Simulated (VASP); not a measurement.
# Pd3PbC (Pm-3m) in VASP: notebook

The runs below take Pd3PbC through single point, with PBE+D4, RPBE.

All numbers are computed with VASP 6.6.1; they aren't measurements. Logs are shortened: lines on timing, memory, paths and dates and some standing lists are left out, and cuts for length are marked.

## (1) The cell of the first run

Symmetry: Pm-3m, No. 221, cubic system. Conventional cell: a = 4.244 Å, b = 4.244 Å, c = 4.244 Å, α = 90.00°, β = 90.00°, γ = 90.00°. Within 2.8 Å of Pd (site symmetry 4/mmm) lie 2 C at 2.12 Å. Pb (site symmetry m-3m) has 12 Pd at 3.00 Å and 8 C at 3.68 Å within 4.0 Å. C (site symmetry m-3m) has 6 Pd at 2.12 Å within 2.8 Å.

## (2) Single point, PBE+D4

Input file INCAR:

```
ALGO = Normal ; EDIFF = 1E-6
ENCUT = 520 ; GGA = PE
ISIF = 2 ; ISMEAR = -1
IVDW = 13 ; LASPH = T
LCHARG = T ; LELF = T
LREAL = F ; LVHAR = T
LWAVE = F ; NBANDS = 32
NELM = 60 ; PREC = Accurate
SIGMA = 0.1
```

Input file KPOINTS:

```
k-points
0
Gamma
  6 6 6
```

Input file POSCAR:

```
Pd3PbC
1.0
    4.2443960838      0.0000000000      0.0000000000
    0.0000000000      4.2443960838      0.0000000000
    0.0000000000      0.0000000000      4.2443960838
Pd Pb C
3 1 1
Direct
    0.0000000000      0.5000000000      0.5000000000
    0.5000000000      0.5000000000      0.0000000000
    0.5000000000      0.0000000000      0.5000000000
    0.0000000000      0.0000000000      0.0000000000
    0.5000000000      0.5000000000      0.5000000000
```

Potentials or basis: VASP PAW PBE potentials, release 64 (Pd, Pb_d, C).

Run with:

```
$ cat potpaw_PBE.64/Pd/POTCAR potpaw_PBE.64/Pb_d/POTCAR potpaw_PBE.64/C/POTCAR > POTCAR
$ mpirun -np 1 vasp_std > vasp.out
```

OUTCAR:

```text
EDIFF = 1E-6
   ENCUT = 520
   GGA = PE
   ISIF = 2
   ISMEAR = -1
   IVDW = 13
   LASPH = T
   LREAL = F
   NELM = 60
   PREC = Accurate

 ion  position               nearest neighbor table
   1  0.000  0.500  0.500-   5 2.12   5 2.12   4 3.00   2 3.00   2 3.00   4 3.00   3 3.00   4 3.00
                             4 3.00   2 3.00   3 3.00   3 3.00   2 3.00   3 3.00
   2  0.500  0.500  0.000-   5 2.12   5 2.12   4 3.00   1 3.00   1 3.00   3 3.00   3 3.00   3 3.00
                             4 3.00   3 3.00   1 3.00   4 3.00   1 3.00   4 3.00
   3  0.500  0.000  0.500-   5 2.12   5 2.12   4 3.00   1 3.00   2 3.00   4 3.00   1 3.00   2 3.00
                             2 3.00   2 3.00   1 3.00   4 3.00   4 3.00   1 3.00
   4  0.000  0.000  0.000-   1 3.00   2 3.00   3 3.00   1 3.00   3 3.00   1 3.00   2 3.00   1 3.00
                             2 3.00   3 3.00   3 3.00   2 3.00
   5  0.500  0.500  0.500-   1 2.12   2 2.12   3 2.12   2 2.12   3 2.12   1 2.12

  LATTYP: Found a simple cubic cell.
 ALAT       =     4.2443960838

  Lattice vectors:

 A1 = (   4.2443960838,   0.0000000000,   0.0000000000)
 A2 = (   0.0000000000,   4.2443960838,   0.0000000000)
 A3 = (   0.0000000000,   0.0000000000,   4.2443960838)

Analysis of symmetry for initial positions (statically):
=====================================================================
 Subroutine PRICEL returns:
 Original cell was already a primitive cell.

 Routine SETGRP: Setting up the symmetry group for a
 simple cubic supercell.

 Subroutine GETGRP returns: Found 48 space group operations
 (whereof 48 operations were pure point group operations)
 out of a pool of 48 trial point group operations.

The static configuration has the point symmetry O_h .

Analysis of symmetry for dynamics (positions and initial velocities):
=====================================================================
 Subroutine PRICEL returns:
 Original cell was already a primitive cell.

 Routine SETGRP: Setting up the symmetry group for a
 simple cubic supercell.

 Subroutine GETGRP returns: Found 48 space group operations
 (whereof 48 operations were pure point group operations)
 out of a pool of 48 trial point group operations.

The dynamic configuration has the point symmetry O_h .

 Subroutine INISYM returns: Found 48 space group operations
 (whereof 48 operations are pure point group operations),
 and found     1 'primitive' translations

----------------------------------------------------------------------------------------
[... 96 lines left out ...]
   EDIFFG = 0.1E-04   stopping-criterion for IOM
   NSW    =      0    number of steps for IOM
   IBRION =     -1    ionic relax: 0-MD 1-quasi-New 2-CG
   NFREE  =      0    steps in history (QN), initial steepest desc. (CG)
   ISIF   =      2    stress and relaxation
   ISYM   =      2    0-nonsym 1-usesym 2-fastsym
   POTIM  = 0.5000    time-step for ionic-motion
   TEBEG  =    0.0;   TEEND  =   0.0 temperature during run
   PSTRESS=    0.0 pullay stress
   NELECT =      48.0000    total number of electrons
   NUPDOWN=      -1.0000    fix difference up-down
   EMIN   =  10.00;   EMAX   =-10.00  energy-range for DOS
   EFERMI =   0.00;   METHOD = LEGACY
   ISMEAR =    -1;   SIGMA  =   0.10  broadening in eV -4-tet -1-fermi 0-gaus
   EFERMI_NEDOS =   21; number of points for ismear=-14 and -15
   IALGO  =     38    algorithm
   IMIX   =      4    mixing-type and parameters
     AMIX     =   0.40;   BMIX     =  1.00
     AMIX_MAG =   1.60;   BMIX_MAG =  1.00
  volume/ion in A,a.u.               =      15.29       103.20
  Fermi-wavevector in a.u.,A,eV,Ry     =   1.401757  2.648936 26.734389  1.964922
  Thomas-Fermi vector in A             =   2.524586
   LORBIT       =      0    0 simple, 1 ext, 2 COOP (PROOUT), +10 PAW based schemes
   GGA     = PE    functional components
   LHFCALC =     F    Hartree Fock is set to
   AEXX    =    0.0000 exact exchange contribution
   IVDW    =    13    specifies the selected vdW correction
   LEPSILON=     F    determine dielectric tensor
   LRPA    =     F    only Hartree local field effects (RPA)
 non-spin polarized calculation
  energy-cutoff  :      520.00
  volume of cell :       76.46
 maximum number of plane-waves:      2103
 NGX is ok and might be reduce to    32
   NGX = 15   NGY = 15   NGZ = 15

 number of electron      47.9999985 magnetization

 Free energy of the ion-electron system (eV)
  ---------------------------------------------------
  ext. energy  EPLUGINS =         0.00000000
  ---------------------------------------------------
  free energy    TOTEN  =       -27.48567686 eV

  energy without entropy =      -27.37037979  energy(sigma->0) =      -27.42802832

 E-fermi :   9.6176     XC(G=0): -12.4174

 val. band max:        9.5754557947   @ k =   0.3333   0.1667   0.0000
 cond. band min:       9.6514160534   @ k =   0.5000   0.0000   0.0000
 fundamental gap:      0.0759602588
 Fermi energy:         9.6175727552

 k-point     1 :       0.0000    0.0000    0.0000
  band No.  band energies     occupation
      1      -7.0722      2.00000
      2      -7.0722      2.00000
      3      -7.0466      2.00000
      4      -7.0466      2.00000
      5      -7.0466      2.00000
      6      -3.3335      2.00000
[... 689 lines left out ...]
     31      18.4225      0.00000
     32      18.4225      0.00000

------------------------ aborting loop because EDIFF is reached ----------------------------------------

  DFT-D4 for vdW energy calculation

  Edisp (eV):   -2.25141

  FORCE on cell =-STRESS in cart. coord.  units (eV):
  Direction    XX          YY          ZZ          XY          YZ          ZX
  --------------------------------------------------------------------------------------
  -------------------------------------------------------------------------------------
  Total       0.00102     0.00102     0.00102    -0.00000    -0.00000     0.00000
  in kB       0.02134     0.02134     0.02134    -0.00000    -0.00000     0.00000
  external pressure =        0.02 kB  Pullay stress =        0.00 kB

 VOLUME and BASIS-vectors are now :
 -----------------------------------------------------------------------------
  energy-cutoff  :      520.00
  volume of cell :       76.46
      direct lattice vectors                 reciprocal lattice vectors
     4.244396084  0.000000000  0.000000000     0.235604779  0.000000000  0.000000000
     0.000000000  4.244396084  0.000000000     0.000000000  0.235604779  0.000000000
     0.000000000  0.000000000  4.244396084     0.000000000  0.000000000  0.235604779

 POSITION                                       TOTAL-FORCE (eV/Angst)
 -----------------------------------------------------------------------------------
      0.00000      2.12220      2.12220         0.000000      0.000000      0.000000
      2.12220      2.12220      0.00000         0.000000      0.000000      0.000000
      2.12220      0.00000      2.12220         0.000000      0.000000      0.000000
      0.00000      0.00000      0.00000         0.000000      0.000000      0.000000
      2.12220      2.12220      2.12220         0.000000      0.000000      0.000000
 -----------------------------------------------------------------------------------
    total drift:                                0.000000     -0.000000     -0.000000

  FREE ENERGIE OF THE ION-ELECTRON SYSTEM (eV)
  ---------------------------------------------------
  free  energy   TOTEN  =       -29.7370846517 eV

  energy  without entropy=      -29.6217875772  energy(sigma->0) =      -29.67943611
```

OSZICAR:

```text
N       E                     dE             d eps       ncg     rms          rms(c)
DAV:   1     0.435846573057E+03    0.43585E+03   -0.22946E+04  1280   0.167E+03
DAV:   2     0.170267257363E+01   -0.43414E+03   -0.40530E+03  1392   0.427E+02
DAV:   3    -0.284306929076E+02   -0.30133E+02   -0.28842E+02  1536   0.120E+02
DAV:   4    -0.294663255200E+02   -0.10356E+01   -0.10309E+01  1432   0.213E+01
DAV:   5    -0.295119154342E+02   -0.45590E-01   -0.45585E-01  1824   0.470E+00    0.186E+01
DAV:   6    -0.278349695038E+02    0.16769E+01   -0.67912E+00  1640   0.202E+01    0.784E+00
DAV:   7    -0.275239384847E+02    0.31103E+00   -0.11740E+00  1400   0.850E+00    0.603E+00
DAV:   8    -0.275020110235E+02    0.21927E-01   -0.27583E-01  1544   0.298E+00    0.821E-01
DAV:   9    -0.274860534751E+02    0.15958E-01   -0.19676E-02  1568   0.952E-01    0.281E-01
DAV:  10    -0.274857055196E+02    0.34796E-03   -0.85749E-03  1488   0.562E-01    0.152E-01
DAV:  11    -0.274856902280E+02    0.15292E-04   -0.35642E-04  1792   0.186E-01    0.457E-02
DAV:  12    -0.274856754183E+02    0.14810E-04   -0.31127E-05  1784   0.661E-02    0.255E-02
DAV:  13    -0.274856769233E+02   -0.15050E-05   -0.29093E-06  1376   0.178E-02    0.197E-03
DAV:  14    -0.274856768600E+02    0.63313E-07   -0.39650E-07   760   0.470E-03
   1 F= -.29737085E+02 E0= -.29679436E+02  d E =-.115297E+00
```

Run time: 46 s. Hardware: 1 thread of Intel Xeon Platinum 8259CL at 2.50GHz (Skylake/Cascade Lake), shared host; peak memory 0.2 GiB.

What came out:

```
Free energy                : -29.7371 eV
Pressure                   : 0.0 GPa
Band gap on the k mesh     : zero (band 24 reaches 9.66 eV, above the bottom of band 25 at 8.63 eV)
Dispersion energy per atom : -0.450 eV
```

Levels at points of the mesh, in eV from the Fermi level:
| k point | band 21 | band 22 | band 23 | band 24 | band 25 | band 26 | band 27 | band 28 |
| --- | --- | --- | --- | --- | --- | --- | --- | --- |
| (0.00, 0.00, 0.00) | -1.14 | -1.14 | -1.14 | -1.14 | 0.38 | 1.61 | 1.61 | 1.61 |
| (0.50, 0.00, 0.00) | -1.88 | -1.14 | 0.03 | 0.03 | 0.40 | 2.31 | 3.25 | 3.25 |
| (0.50, 0.50, 0.00) | -2.03 | -1.76 | -0.53 | -0.53 | 1.12 | 3.76 | 4.27 | 4.27 |
| (0.50, 0.50, 0.50) | -1.99 | -1.26 | -1.26 | -1.26 | -0.98 | 1.54 | 1.54 | 1.54 |

Caveat: spin-orbit coupling is left out, which moves the levels of the heavy elements; pairwise dispersion overbinds metals, which lowers pressure and volume.

## (3) Single point, RPBE

This run uses another cell than the first one, of 16.20 Å³/atom, 1.059 times its volume.

Input file INCAR:

```
PREC = Accurate
ENCUT = 520
EDIFF = 1E-7
ISMEAR = -1
SIGMA = 0.1
LREAL = False
LASPH = True
NELM = 100
ALGO = Normal
ISIF = 2
LWAVE = False
LCHARG = True
GGA = RP
LELF = True
LVHAR = True
NBANDS = 32
```

Input file KPOINTS:

```
Automatic mesh
0
Gamma
  6 6 6
```

POSCAR, as its differences from that of step 2:

```diff
@@ -2,5 +2,5 @@
 1.0
-    4.2443960838      0.0000000000      0.0000000000
-    0.0000000000      4.2443960838      0.0000000000
-    0.0000000000      0.0000000000      4.2443960838
+    4.3263069210      0.0000000000      0.0000000000
+    0.0000000000      4.3263069210      0.0000000000
+    0.0000000000      0.0000000000      4.3263069210
 Pd Pb C
```

Potentials or basis: VASP PAW PBE potentials, release 64 (Pd, Pb_d, C).

Run with:

```
$ cat potpaw_PBE.64/Pd/POTCAR potpaw_PBE.64/Pb_d/POTCAR potpaw_PBE.64/C/POTCAR > POTCAR
$ mpirun -np 1 vasp_std > vasp.out
```

Run time: 46 s. Hardware: 1 thread of Intel Xeon Platinum 8259CL at 2.50GHz (Skylake/Cascade Lake), shared host; peak memory 0.2 GiB.

It converged, with:

```yaml
Free_energy: -24.9035 eV
Pressure: 0.0 GPa
Band_gap_on_the_k_mesh: zero (band 24 reaches 8.91 eV, above the bottom of band 25 at 7.79 eV)
```

Levels at points of the mesh, in eV from the Fermi level:
| k point | band 20 | band 21 | band 22 | band 23 | band 24 | band 25 | band 26 | band 27 | band 28 | band 29 |
| --- | --- | --- | --- | --- | --- | --- | --- | --- | --- | --- |
| (0.00, 0.00, 0.00) | -2.11 | -1.07 | -1.07 | -1.07 | -1.05 | 0.18 | 1.71 | 1.71 | 1.71 | 5.32 |
| (0.50, 0.00, 0.00) | -2.21 | -1.72 | -1.07 | 0.09 | 0.09 | 0.32 | 2.07 | 3.17 | 3.17 | 5.83 |
| (0.50, 0.50, 0.00) | -1.97 | -1.86 | -1.64 | -0.48 | -0.48 | 1.10 | 3.60 | 4.09 | 4.09 | 4.39 |
| (0.50, 0.50, 0.50) | -1.82 | -1.82 | -1.17 | -1.17 | -1.17 | -1.04 | 1.46 | 1.46 | 1.46 | 8.44 |

Caveat: the PAW data sets were made with another functional, which shifts forces and pressure a little; spin-orbit coupling is left out, which moves the levels of the heavy elements.
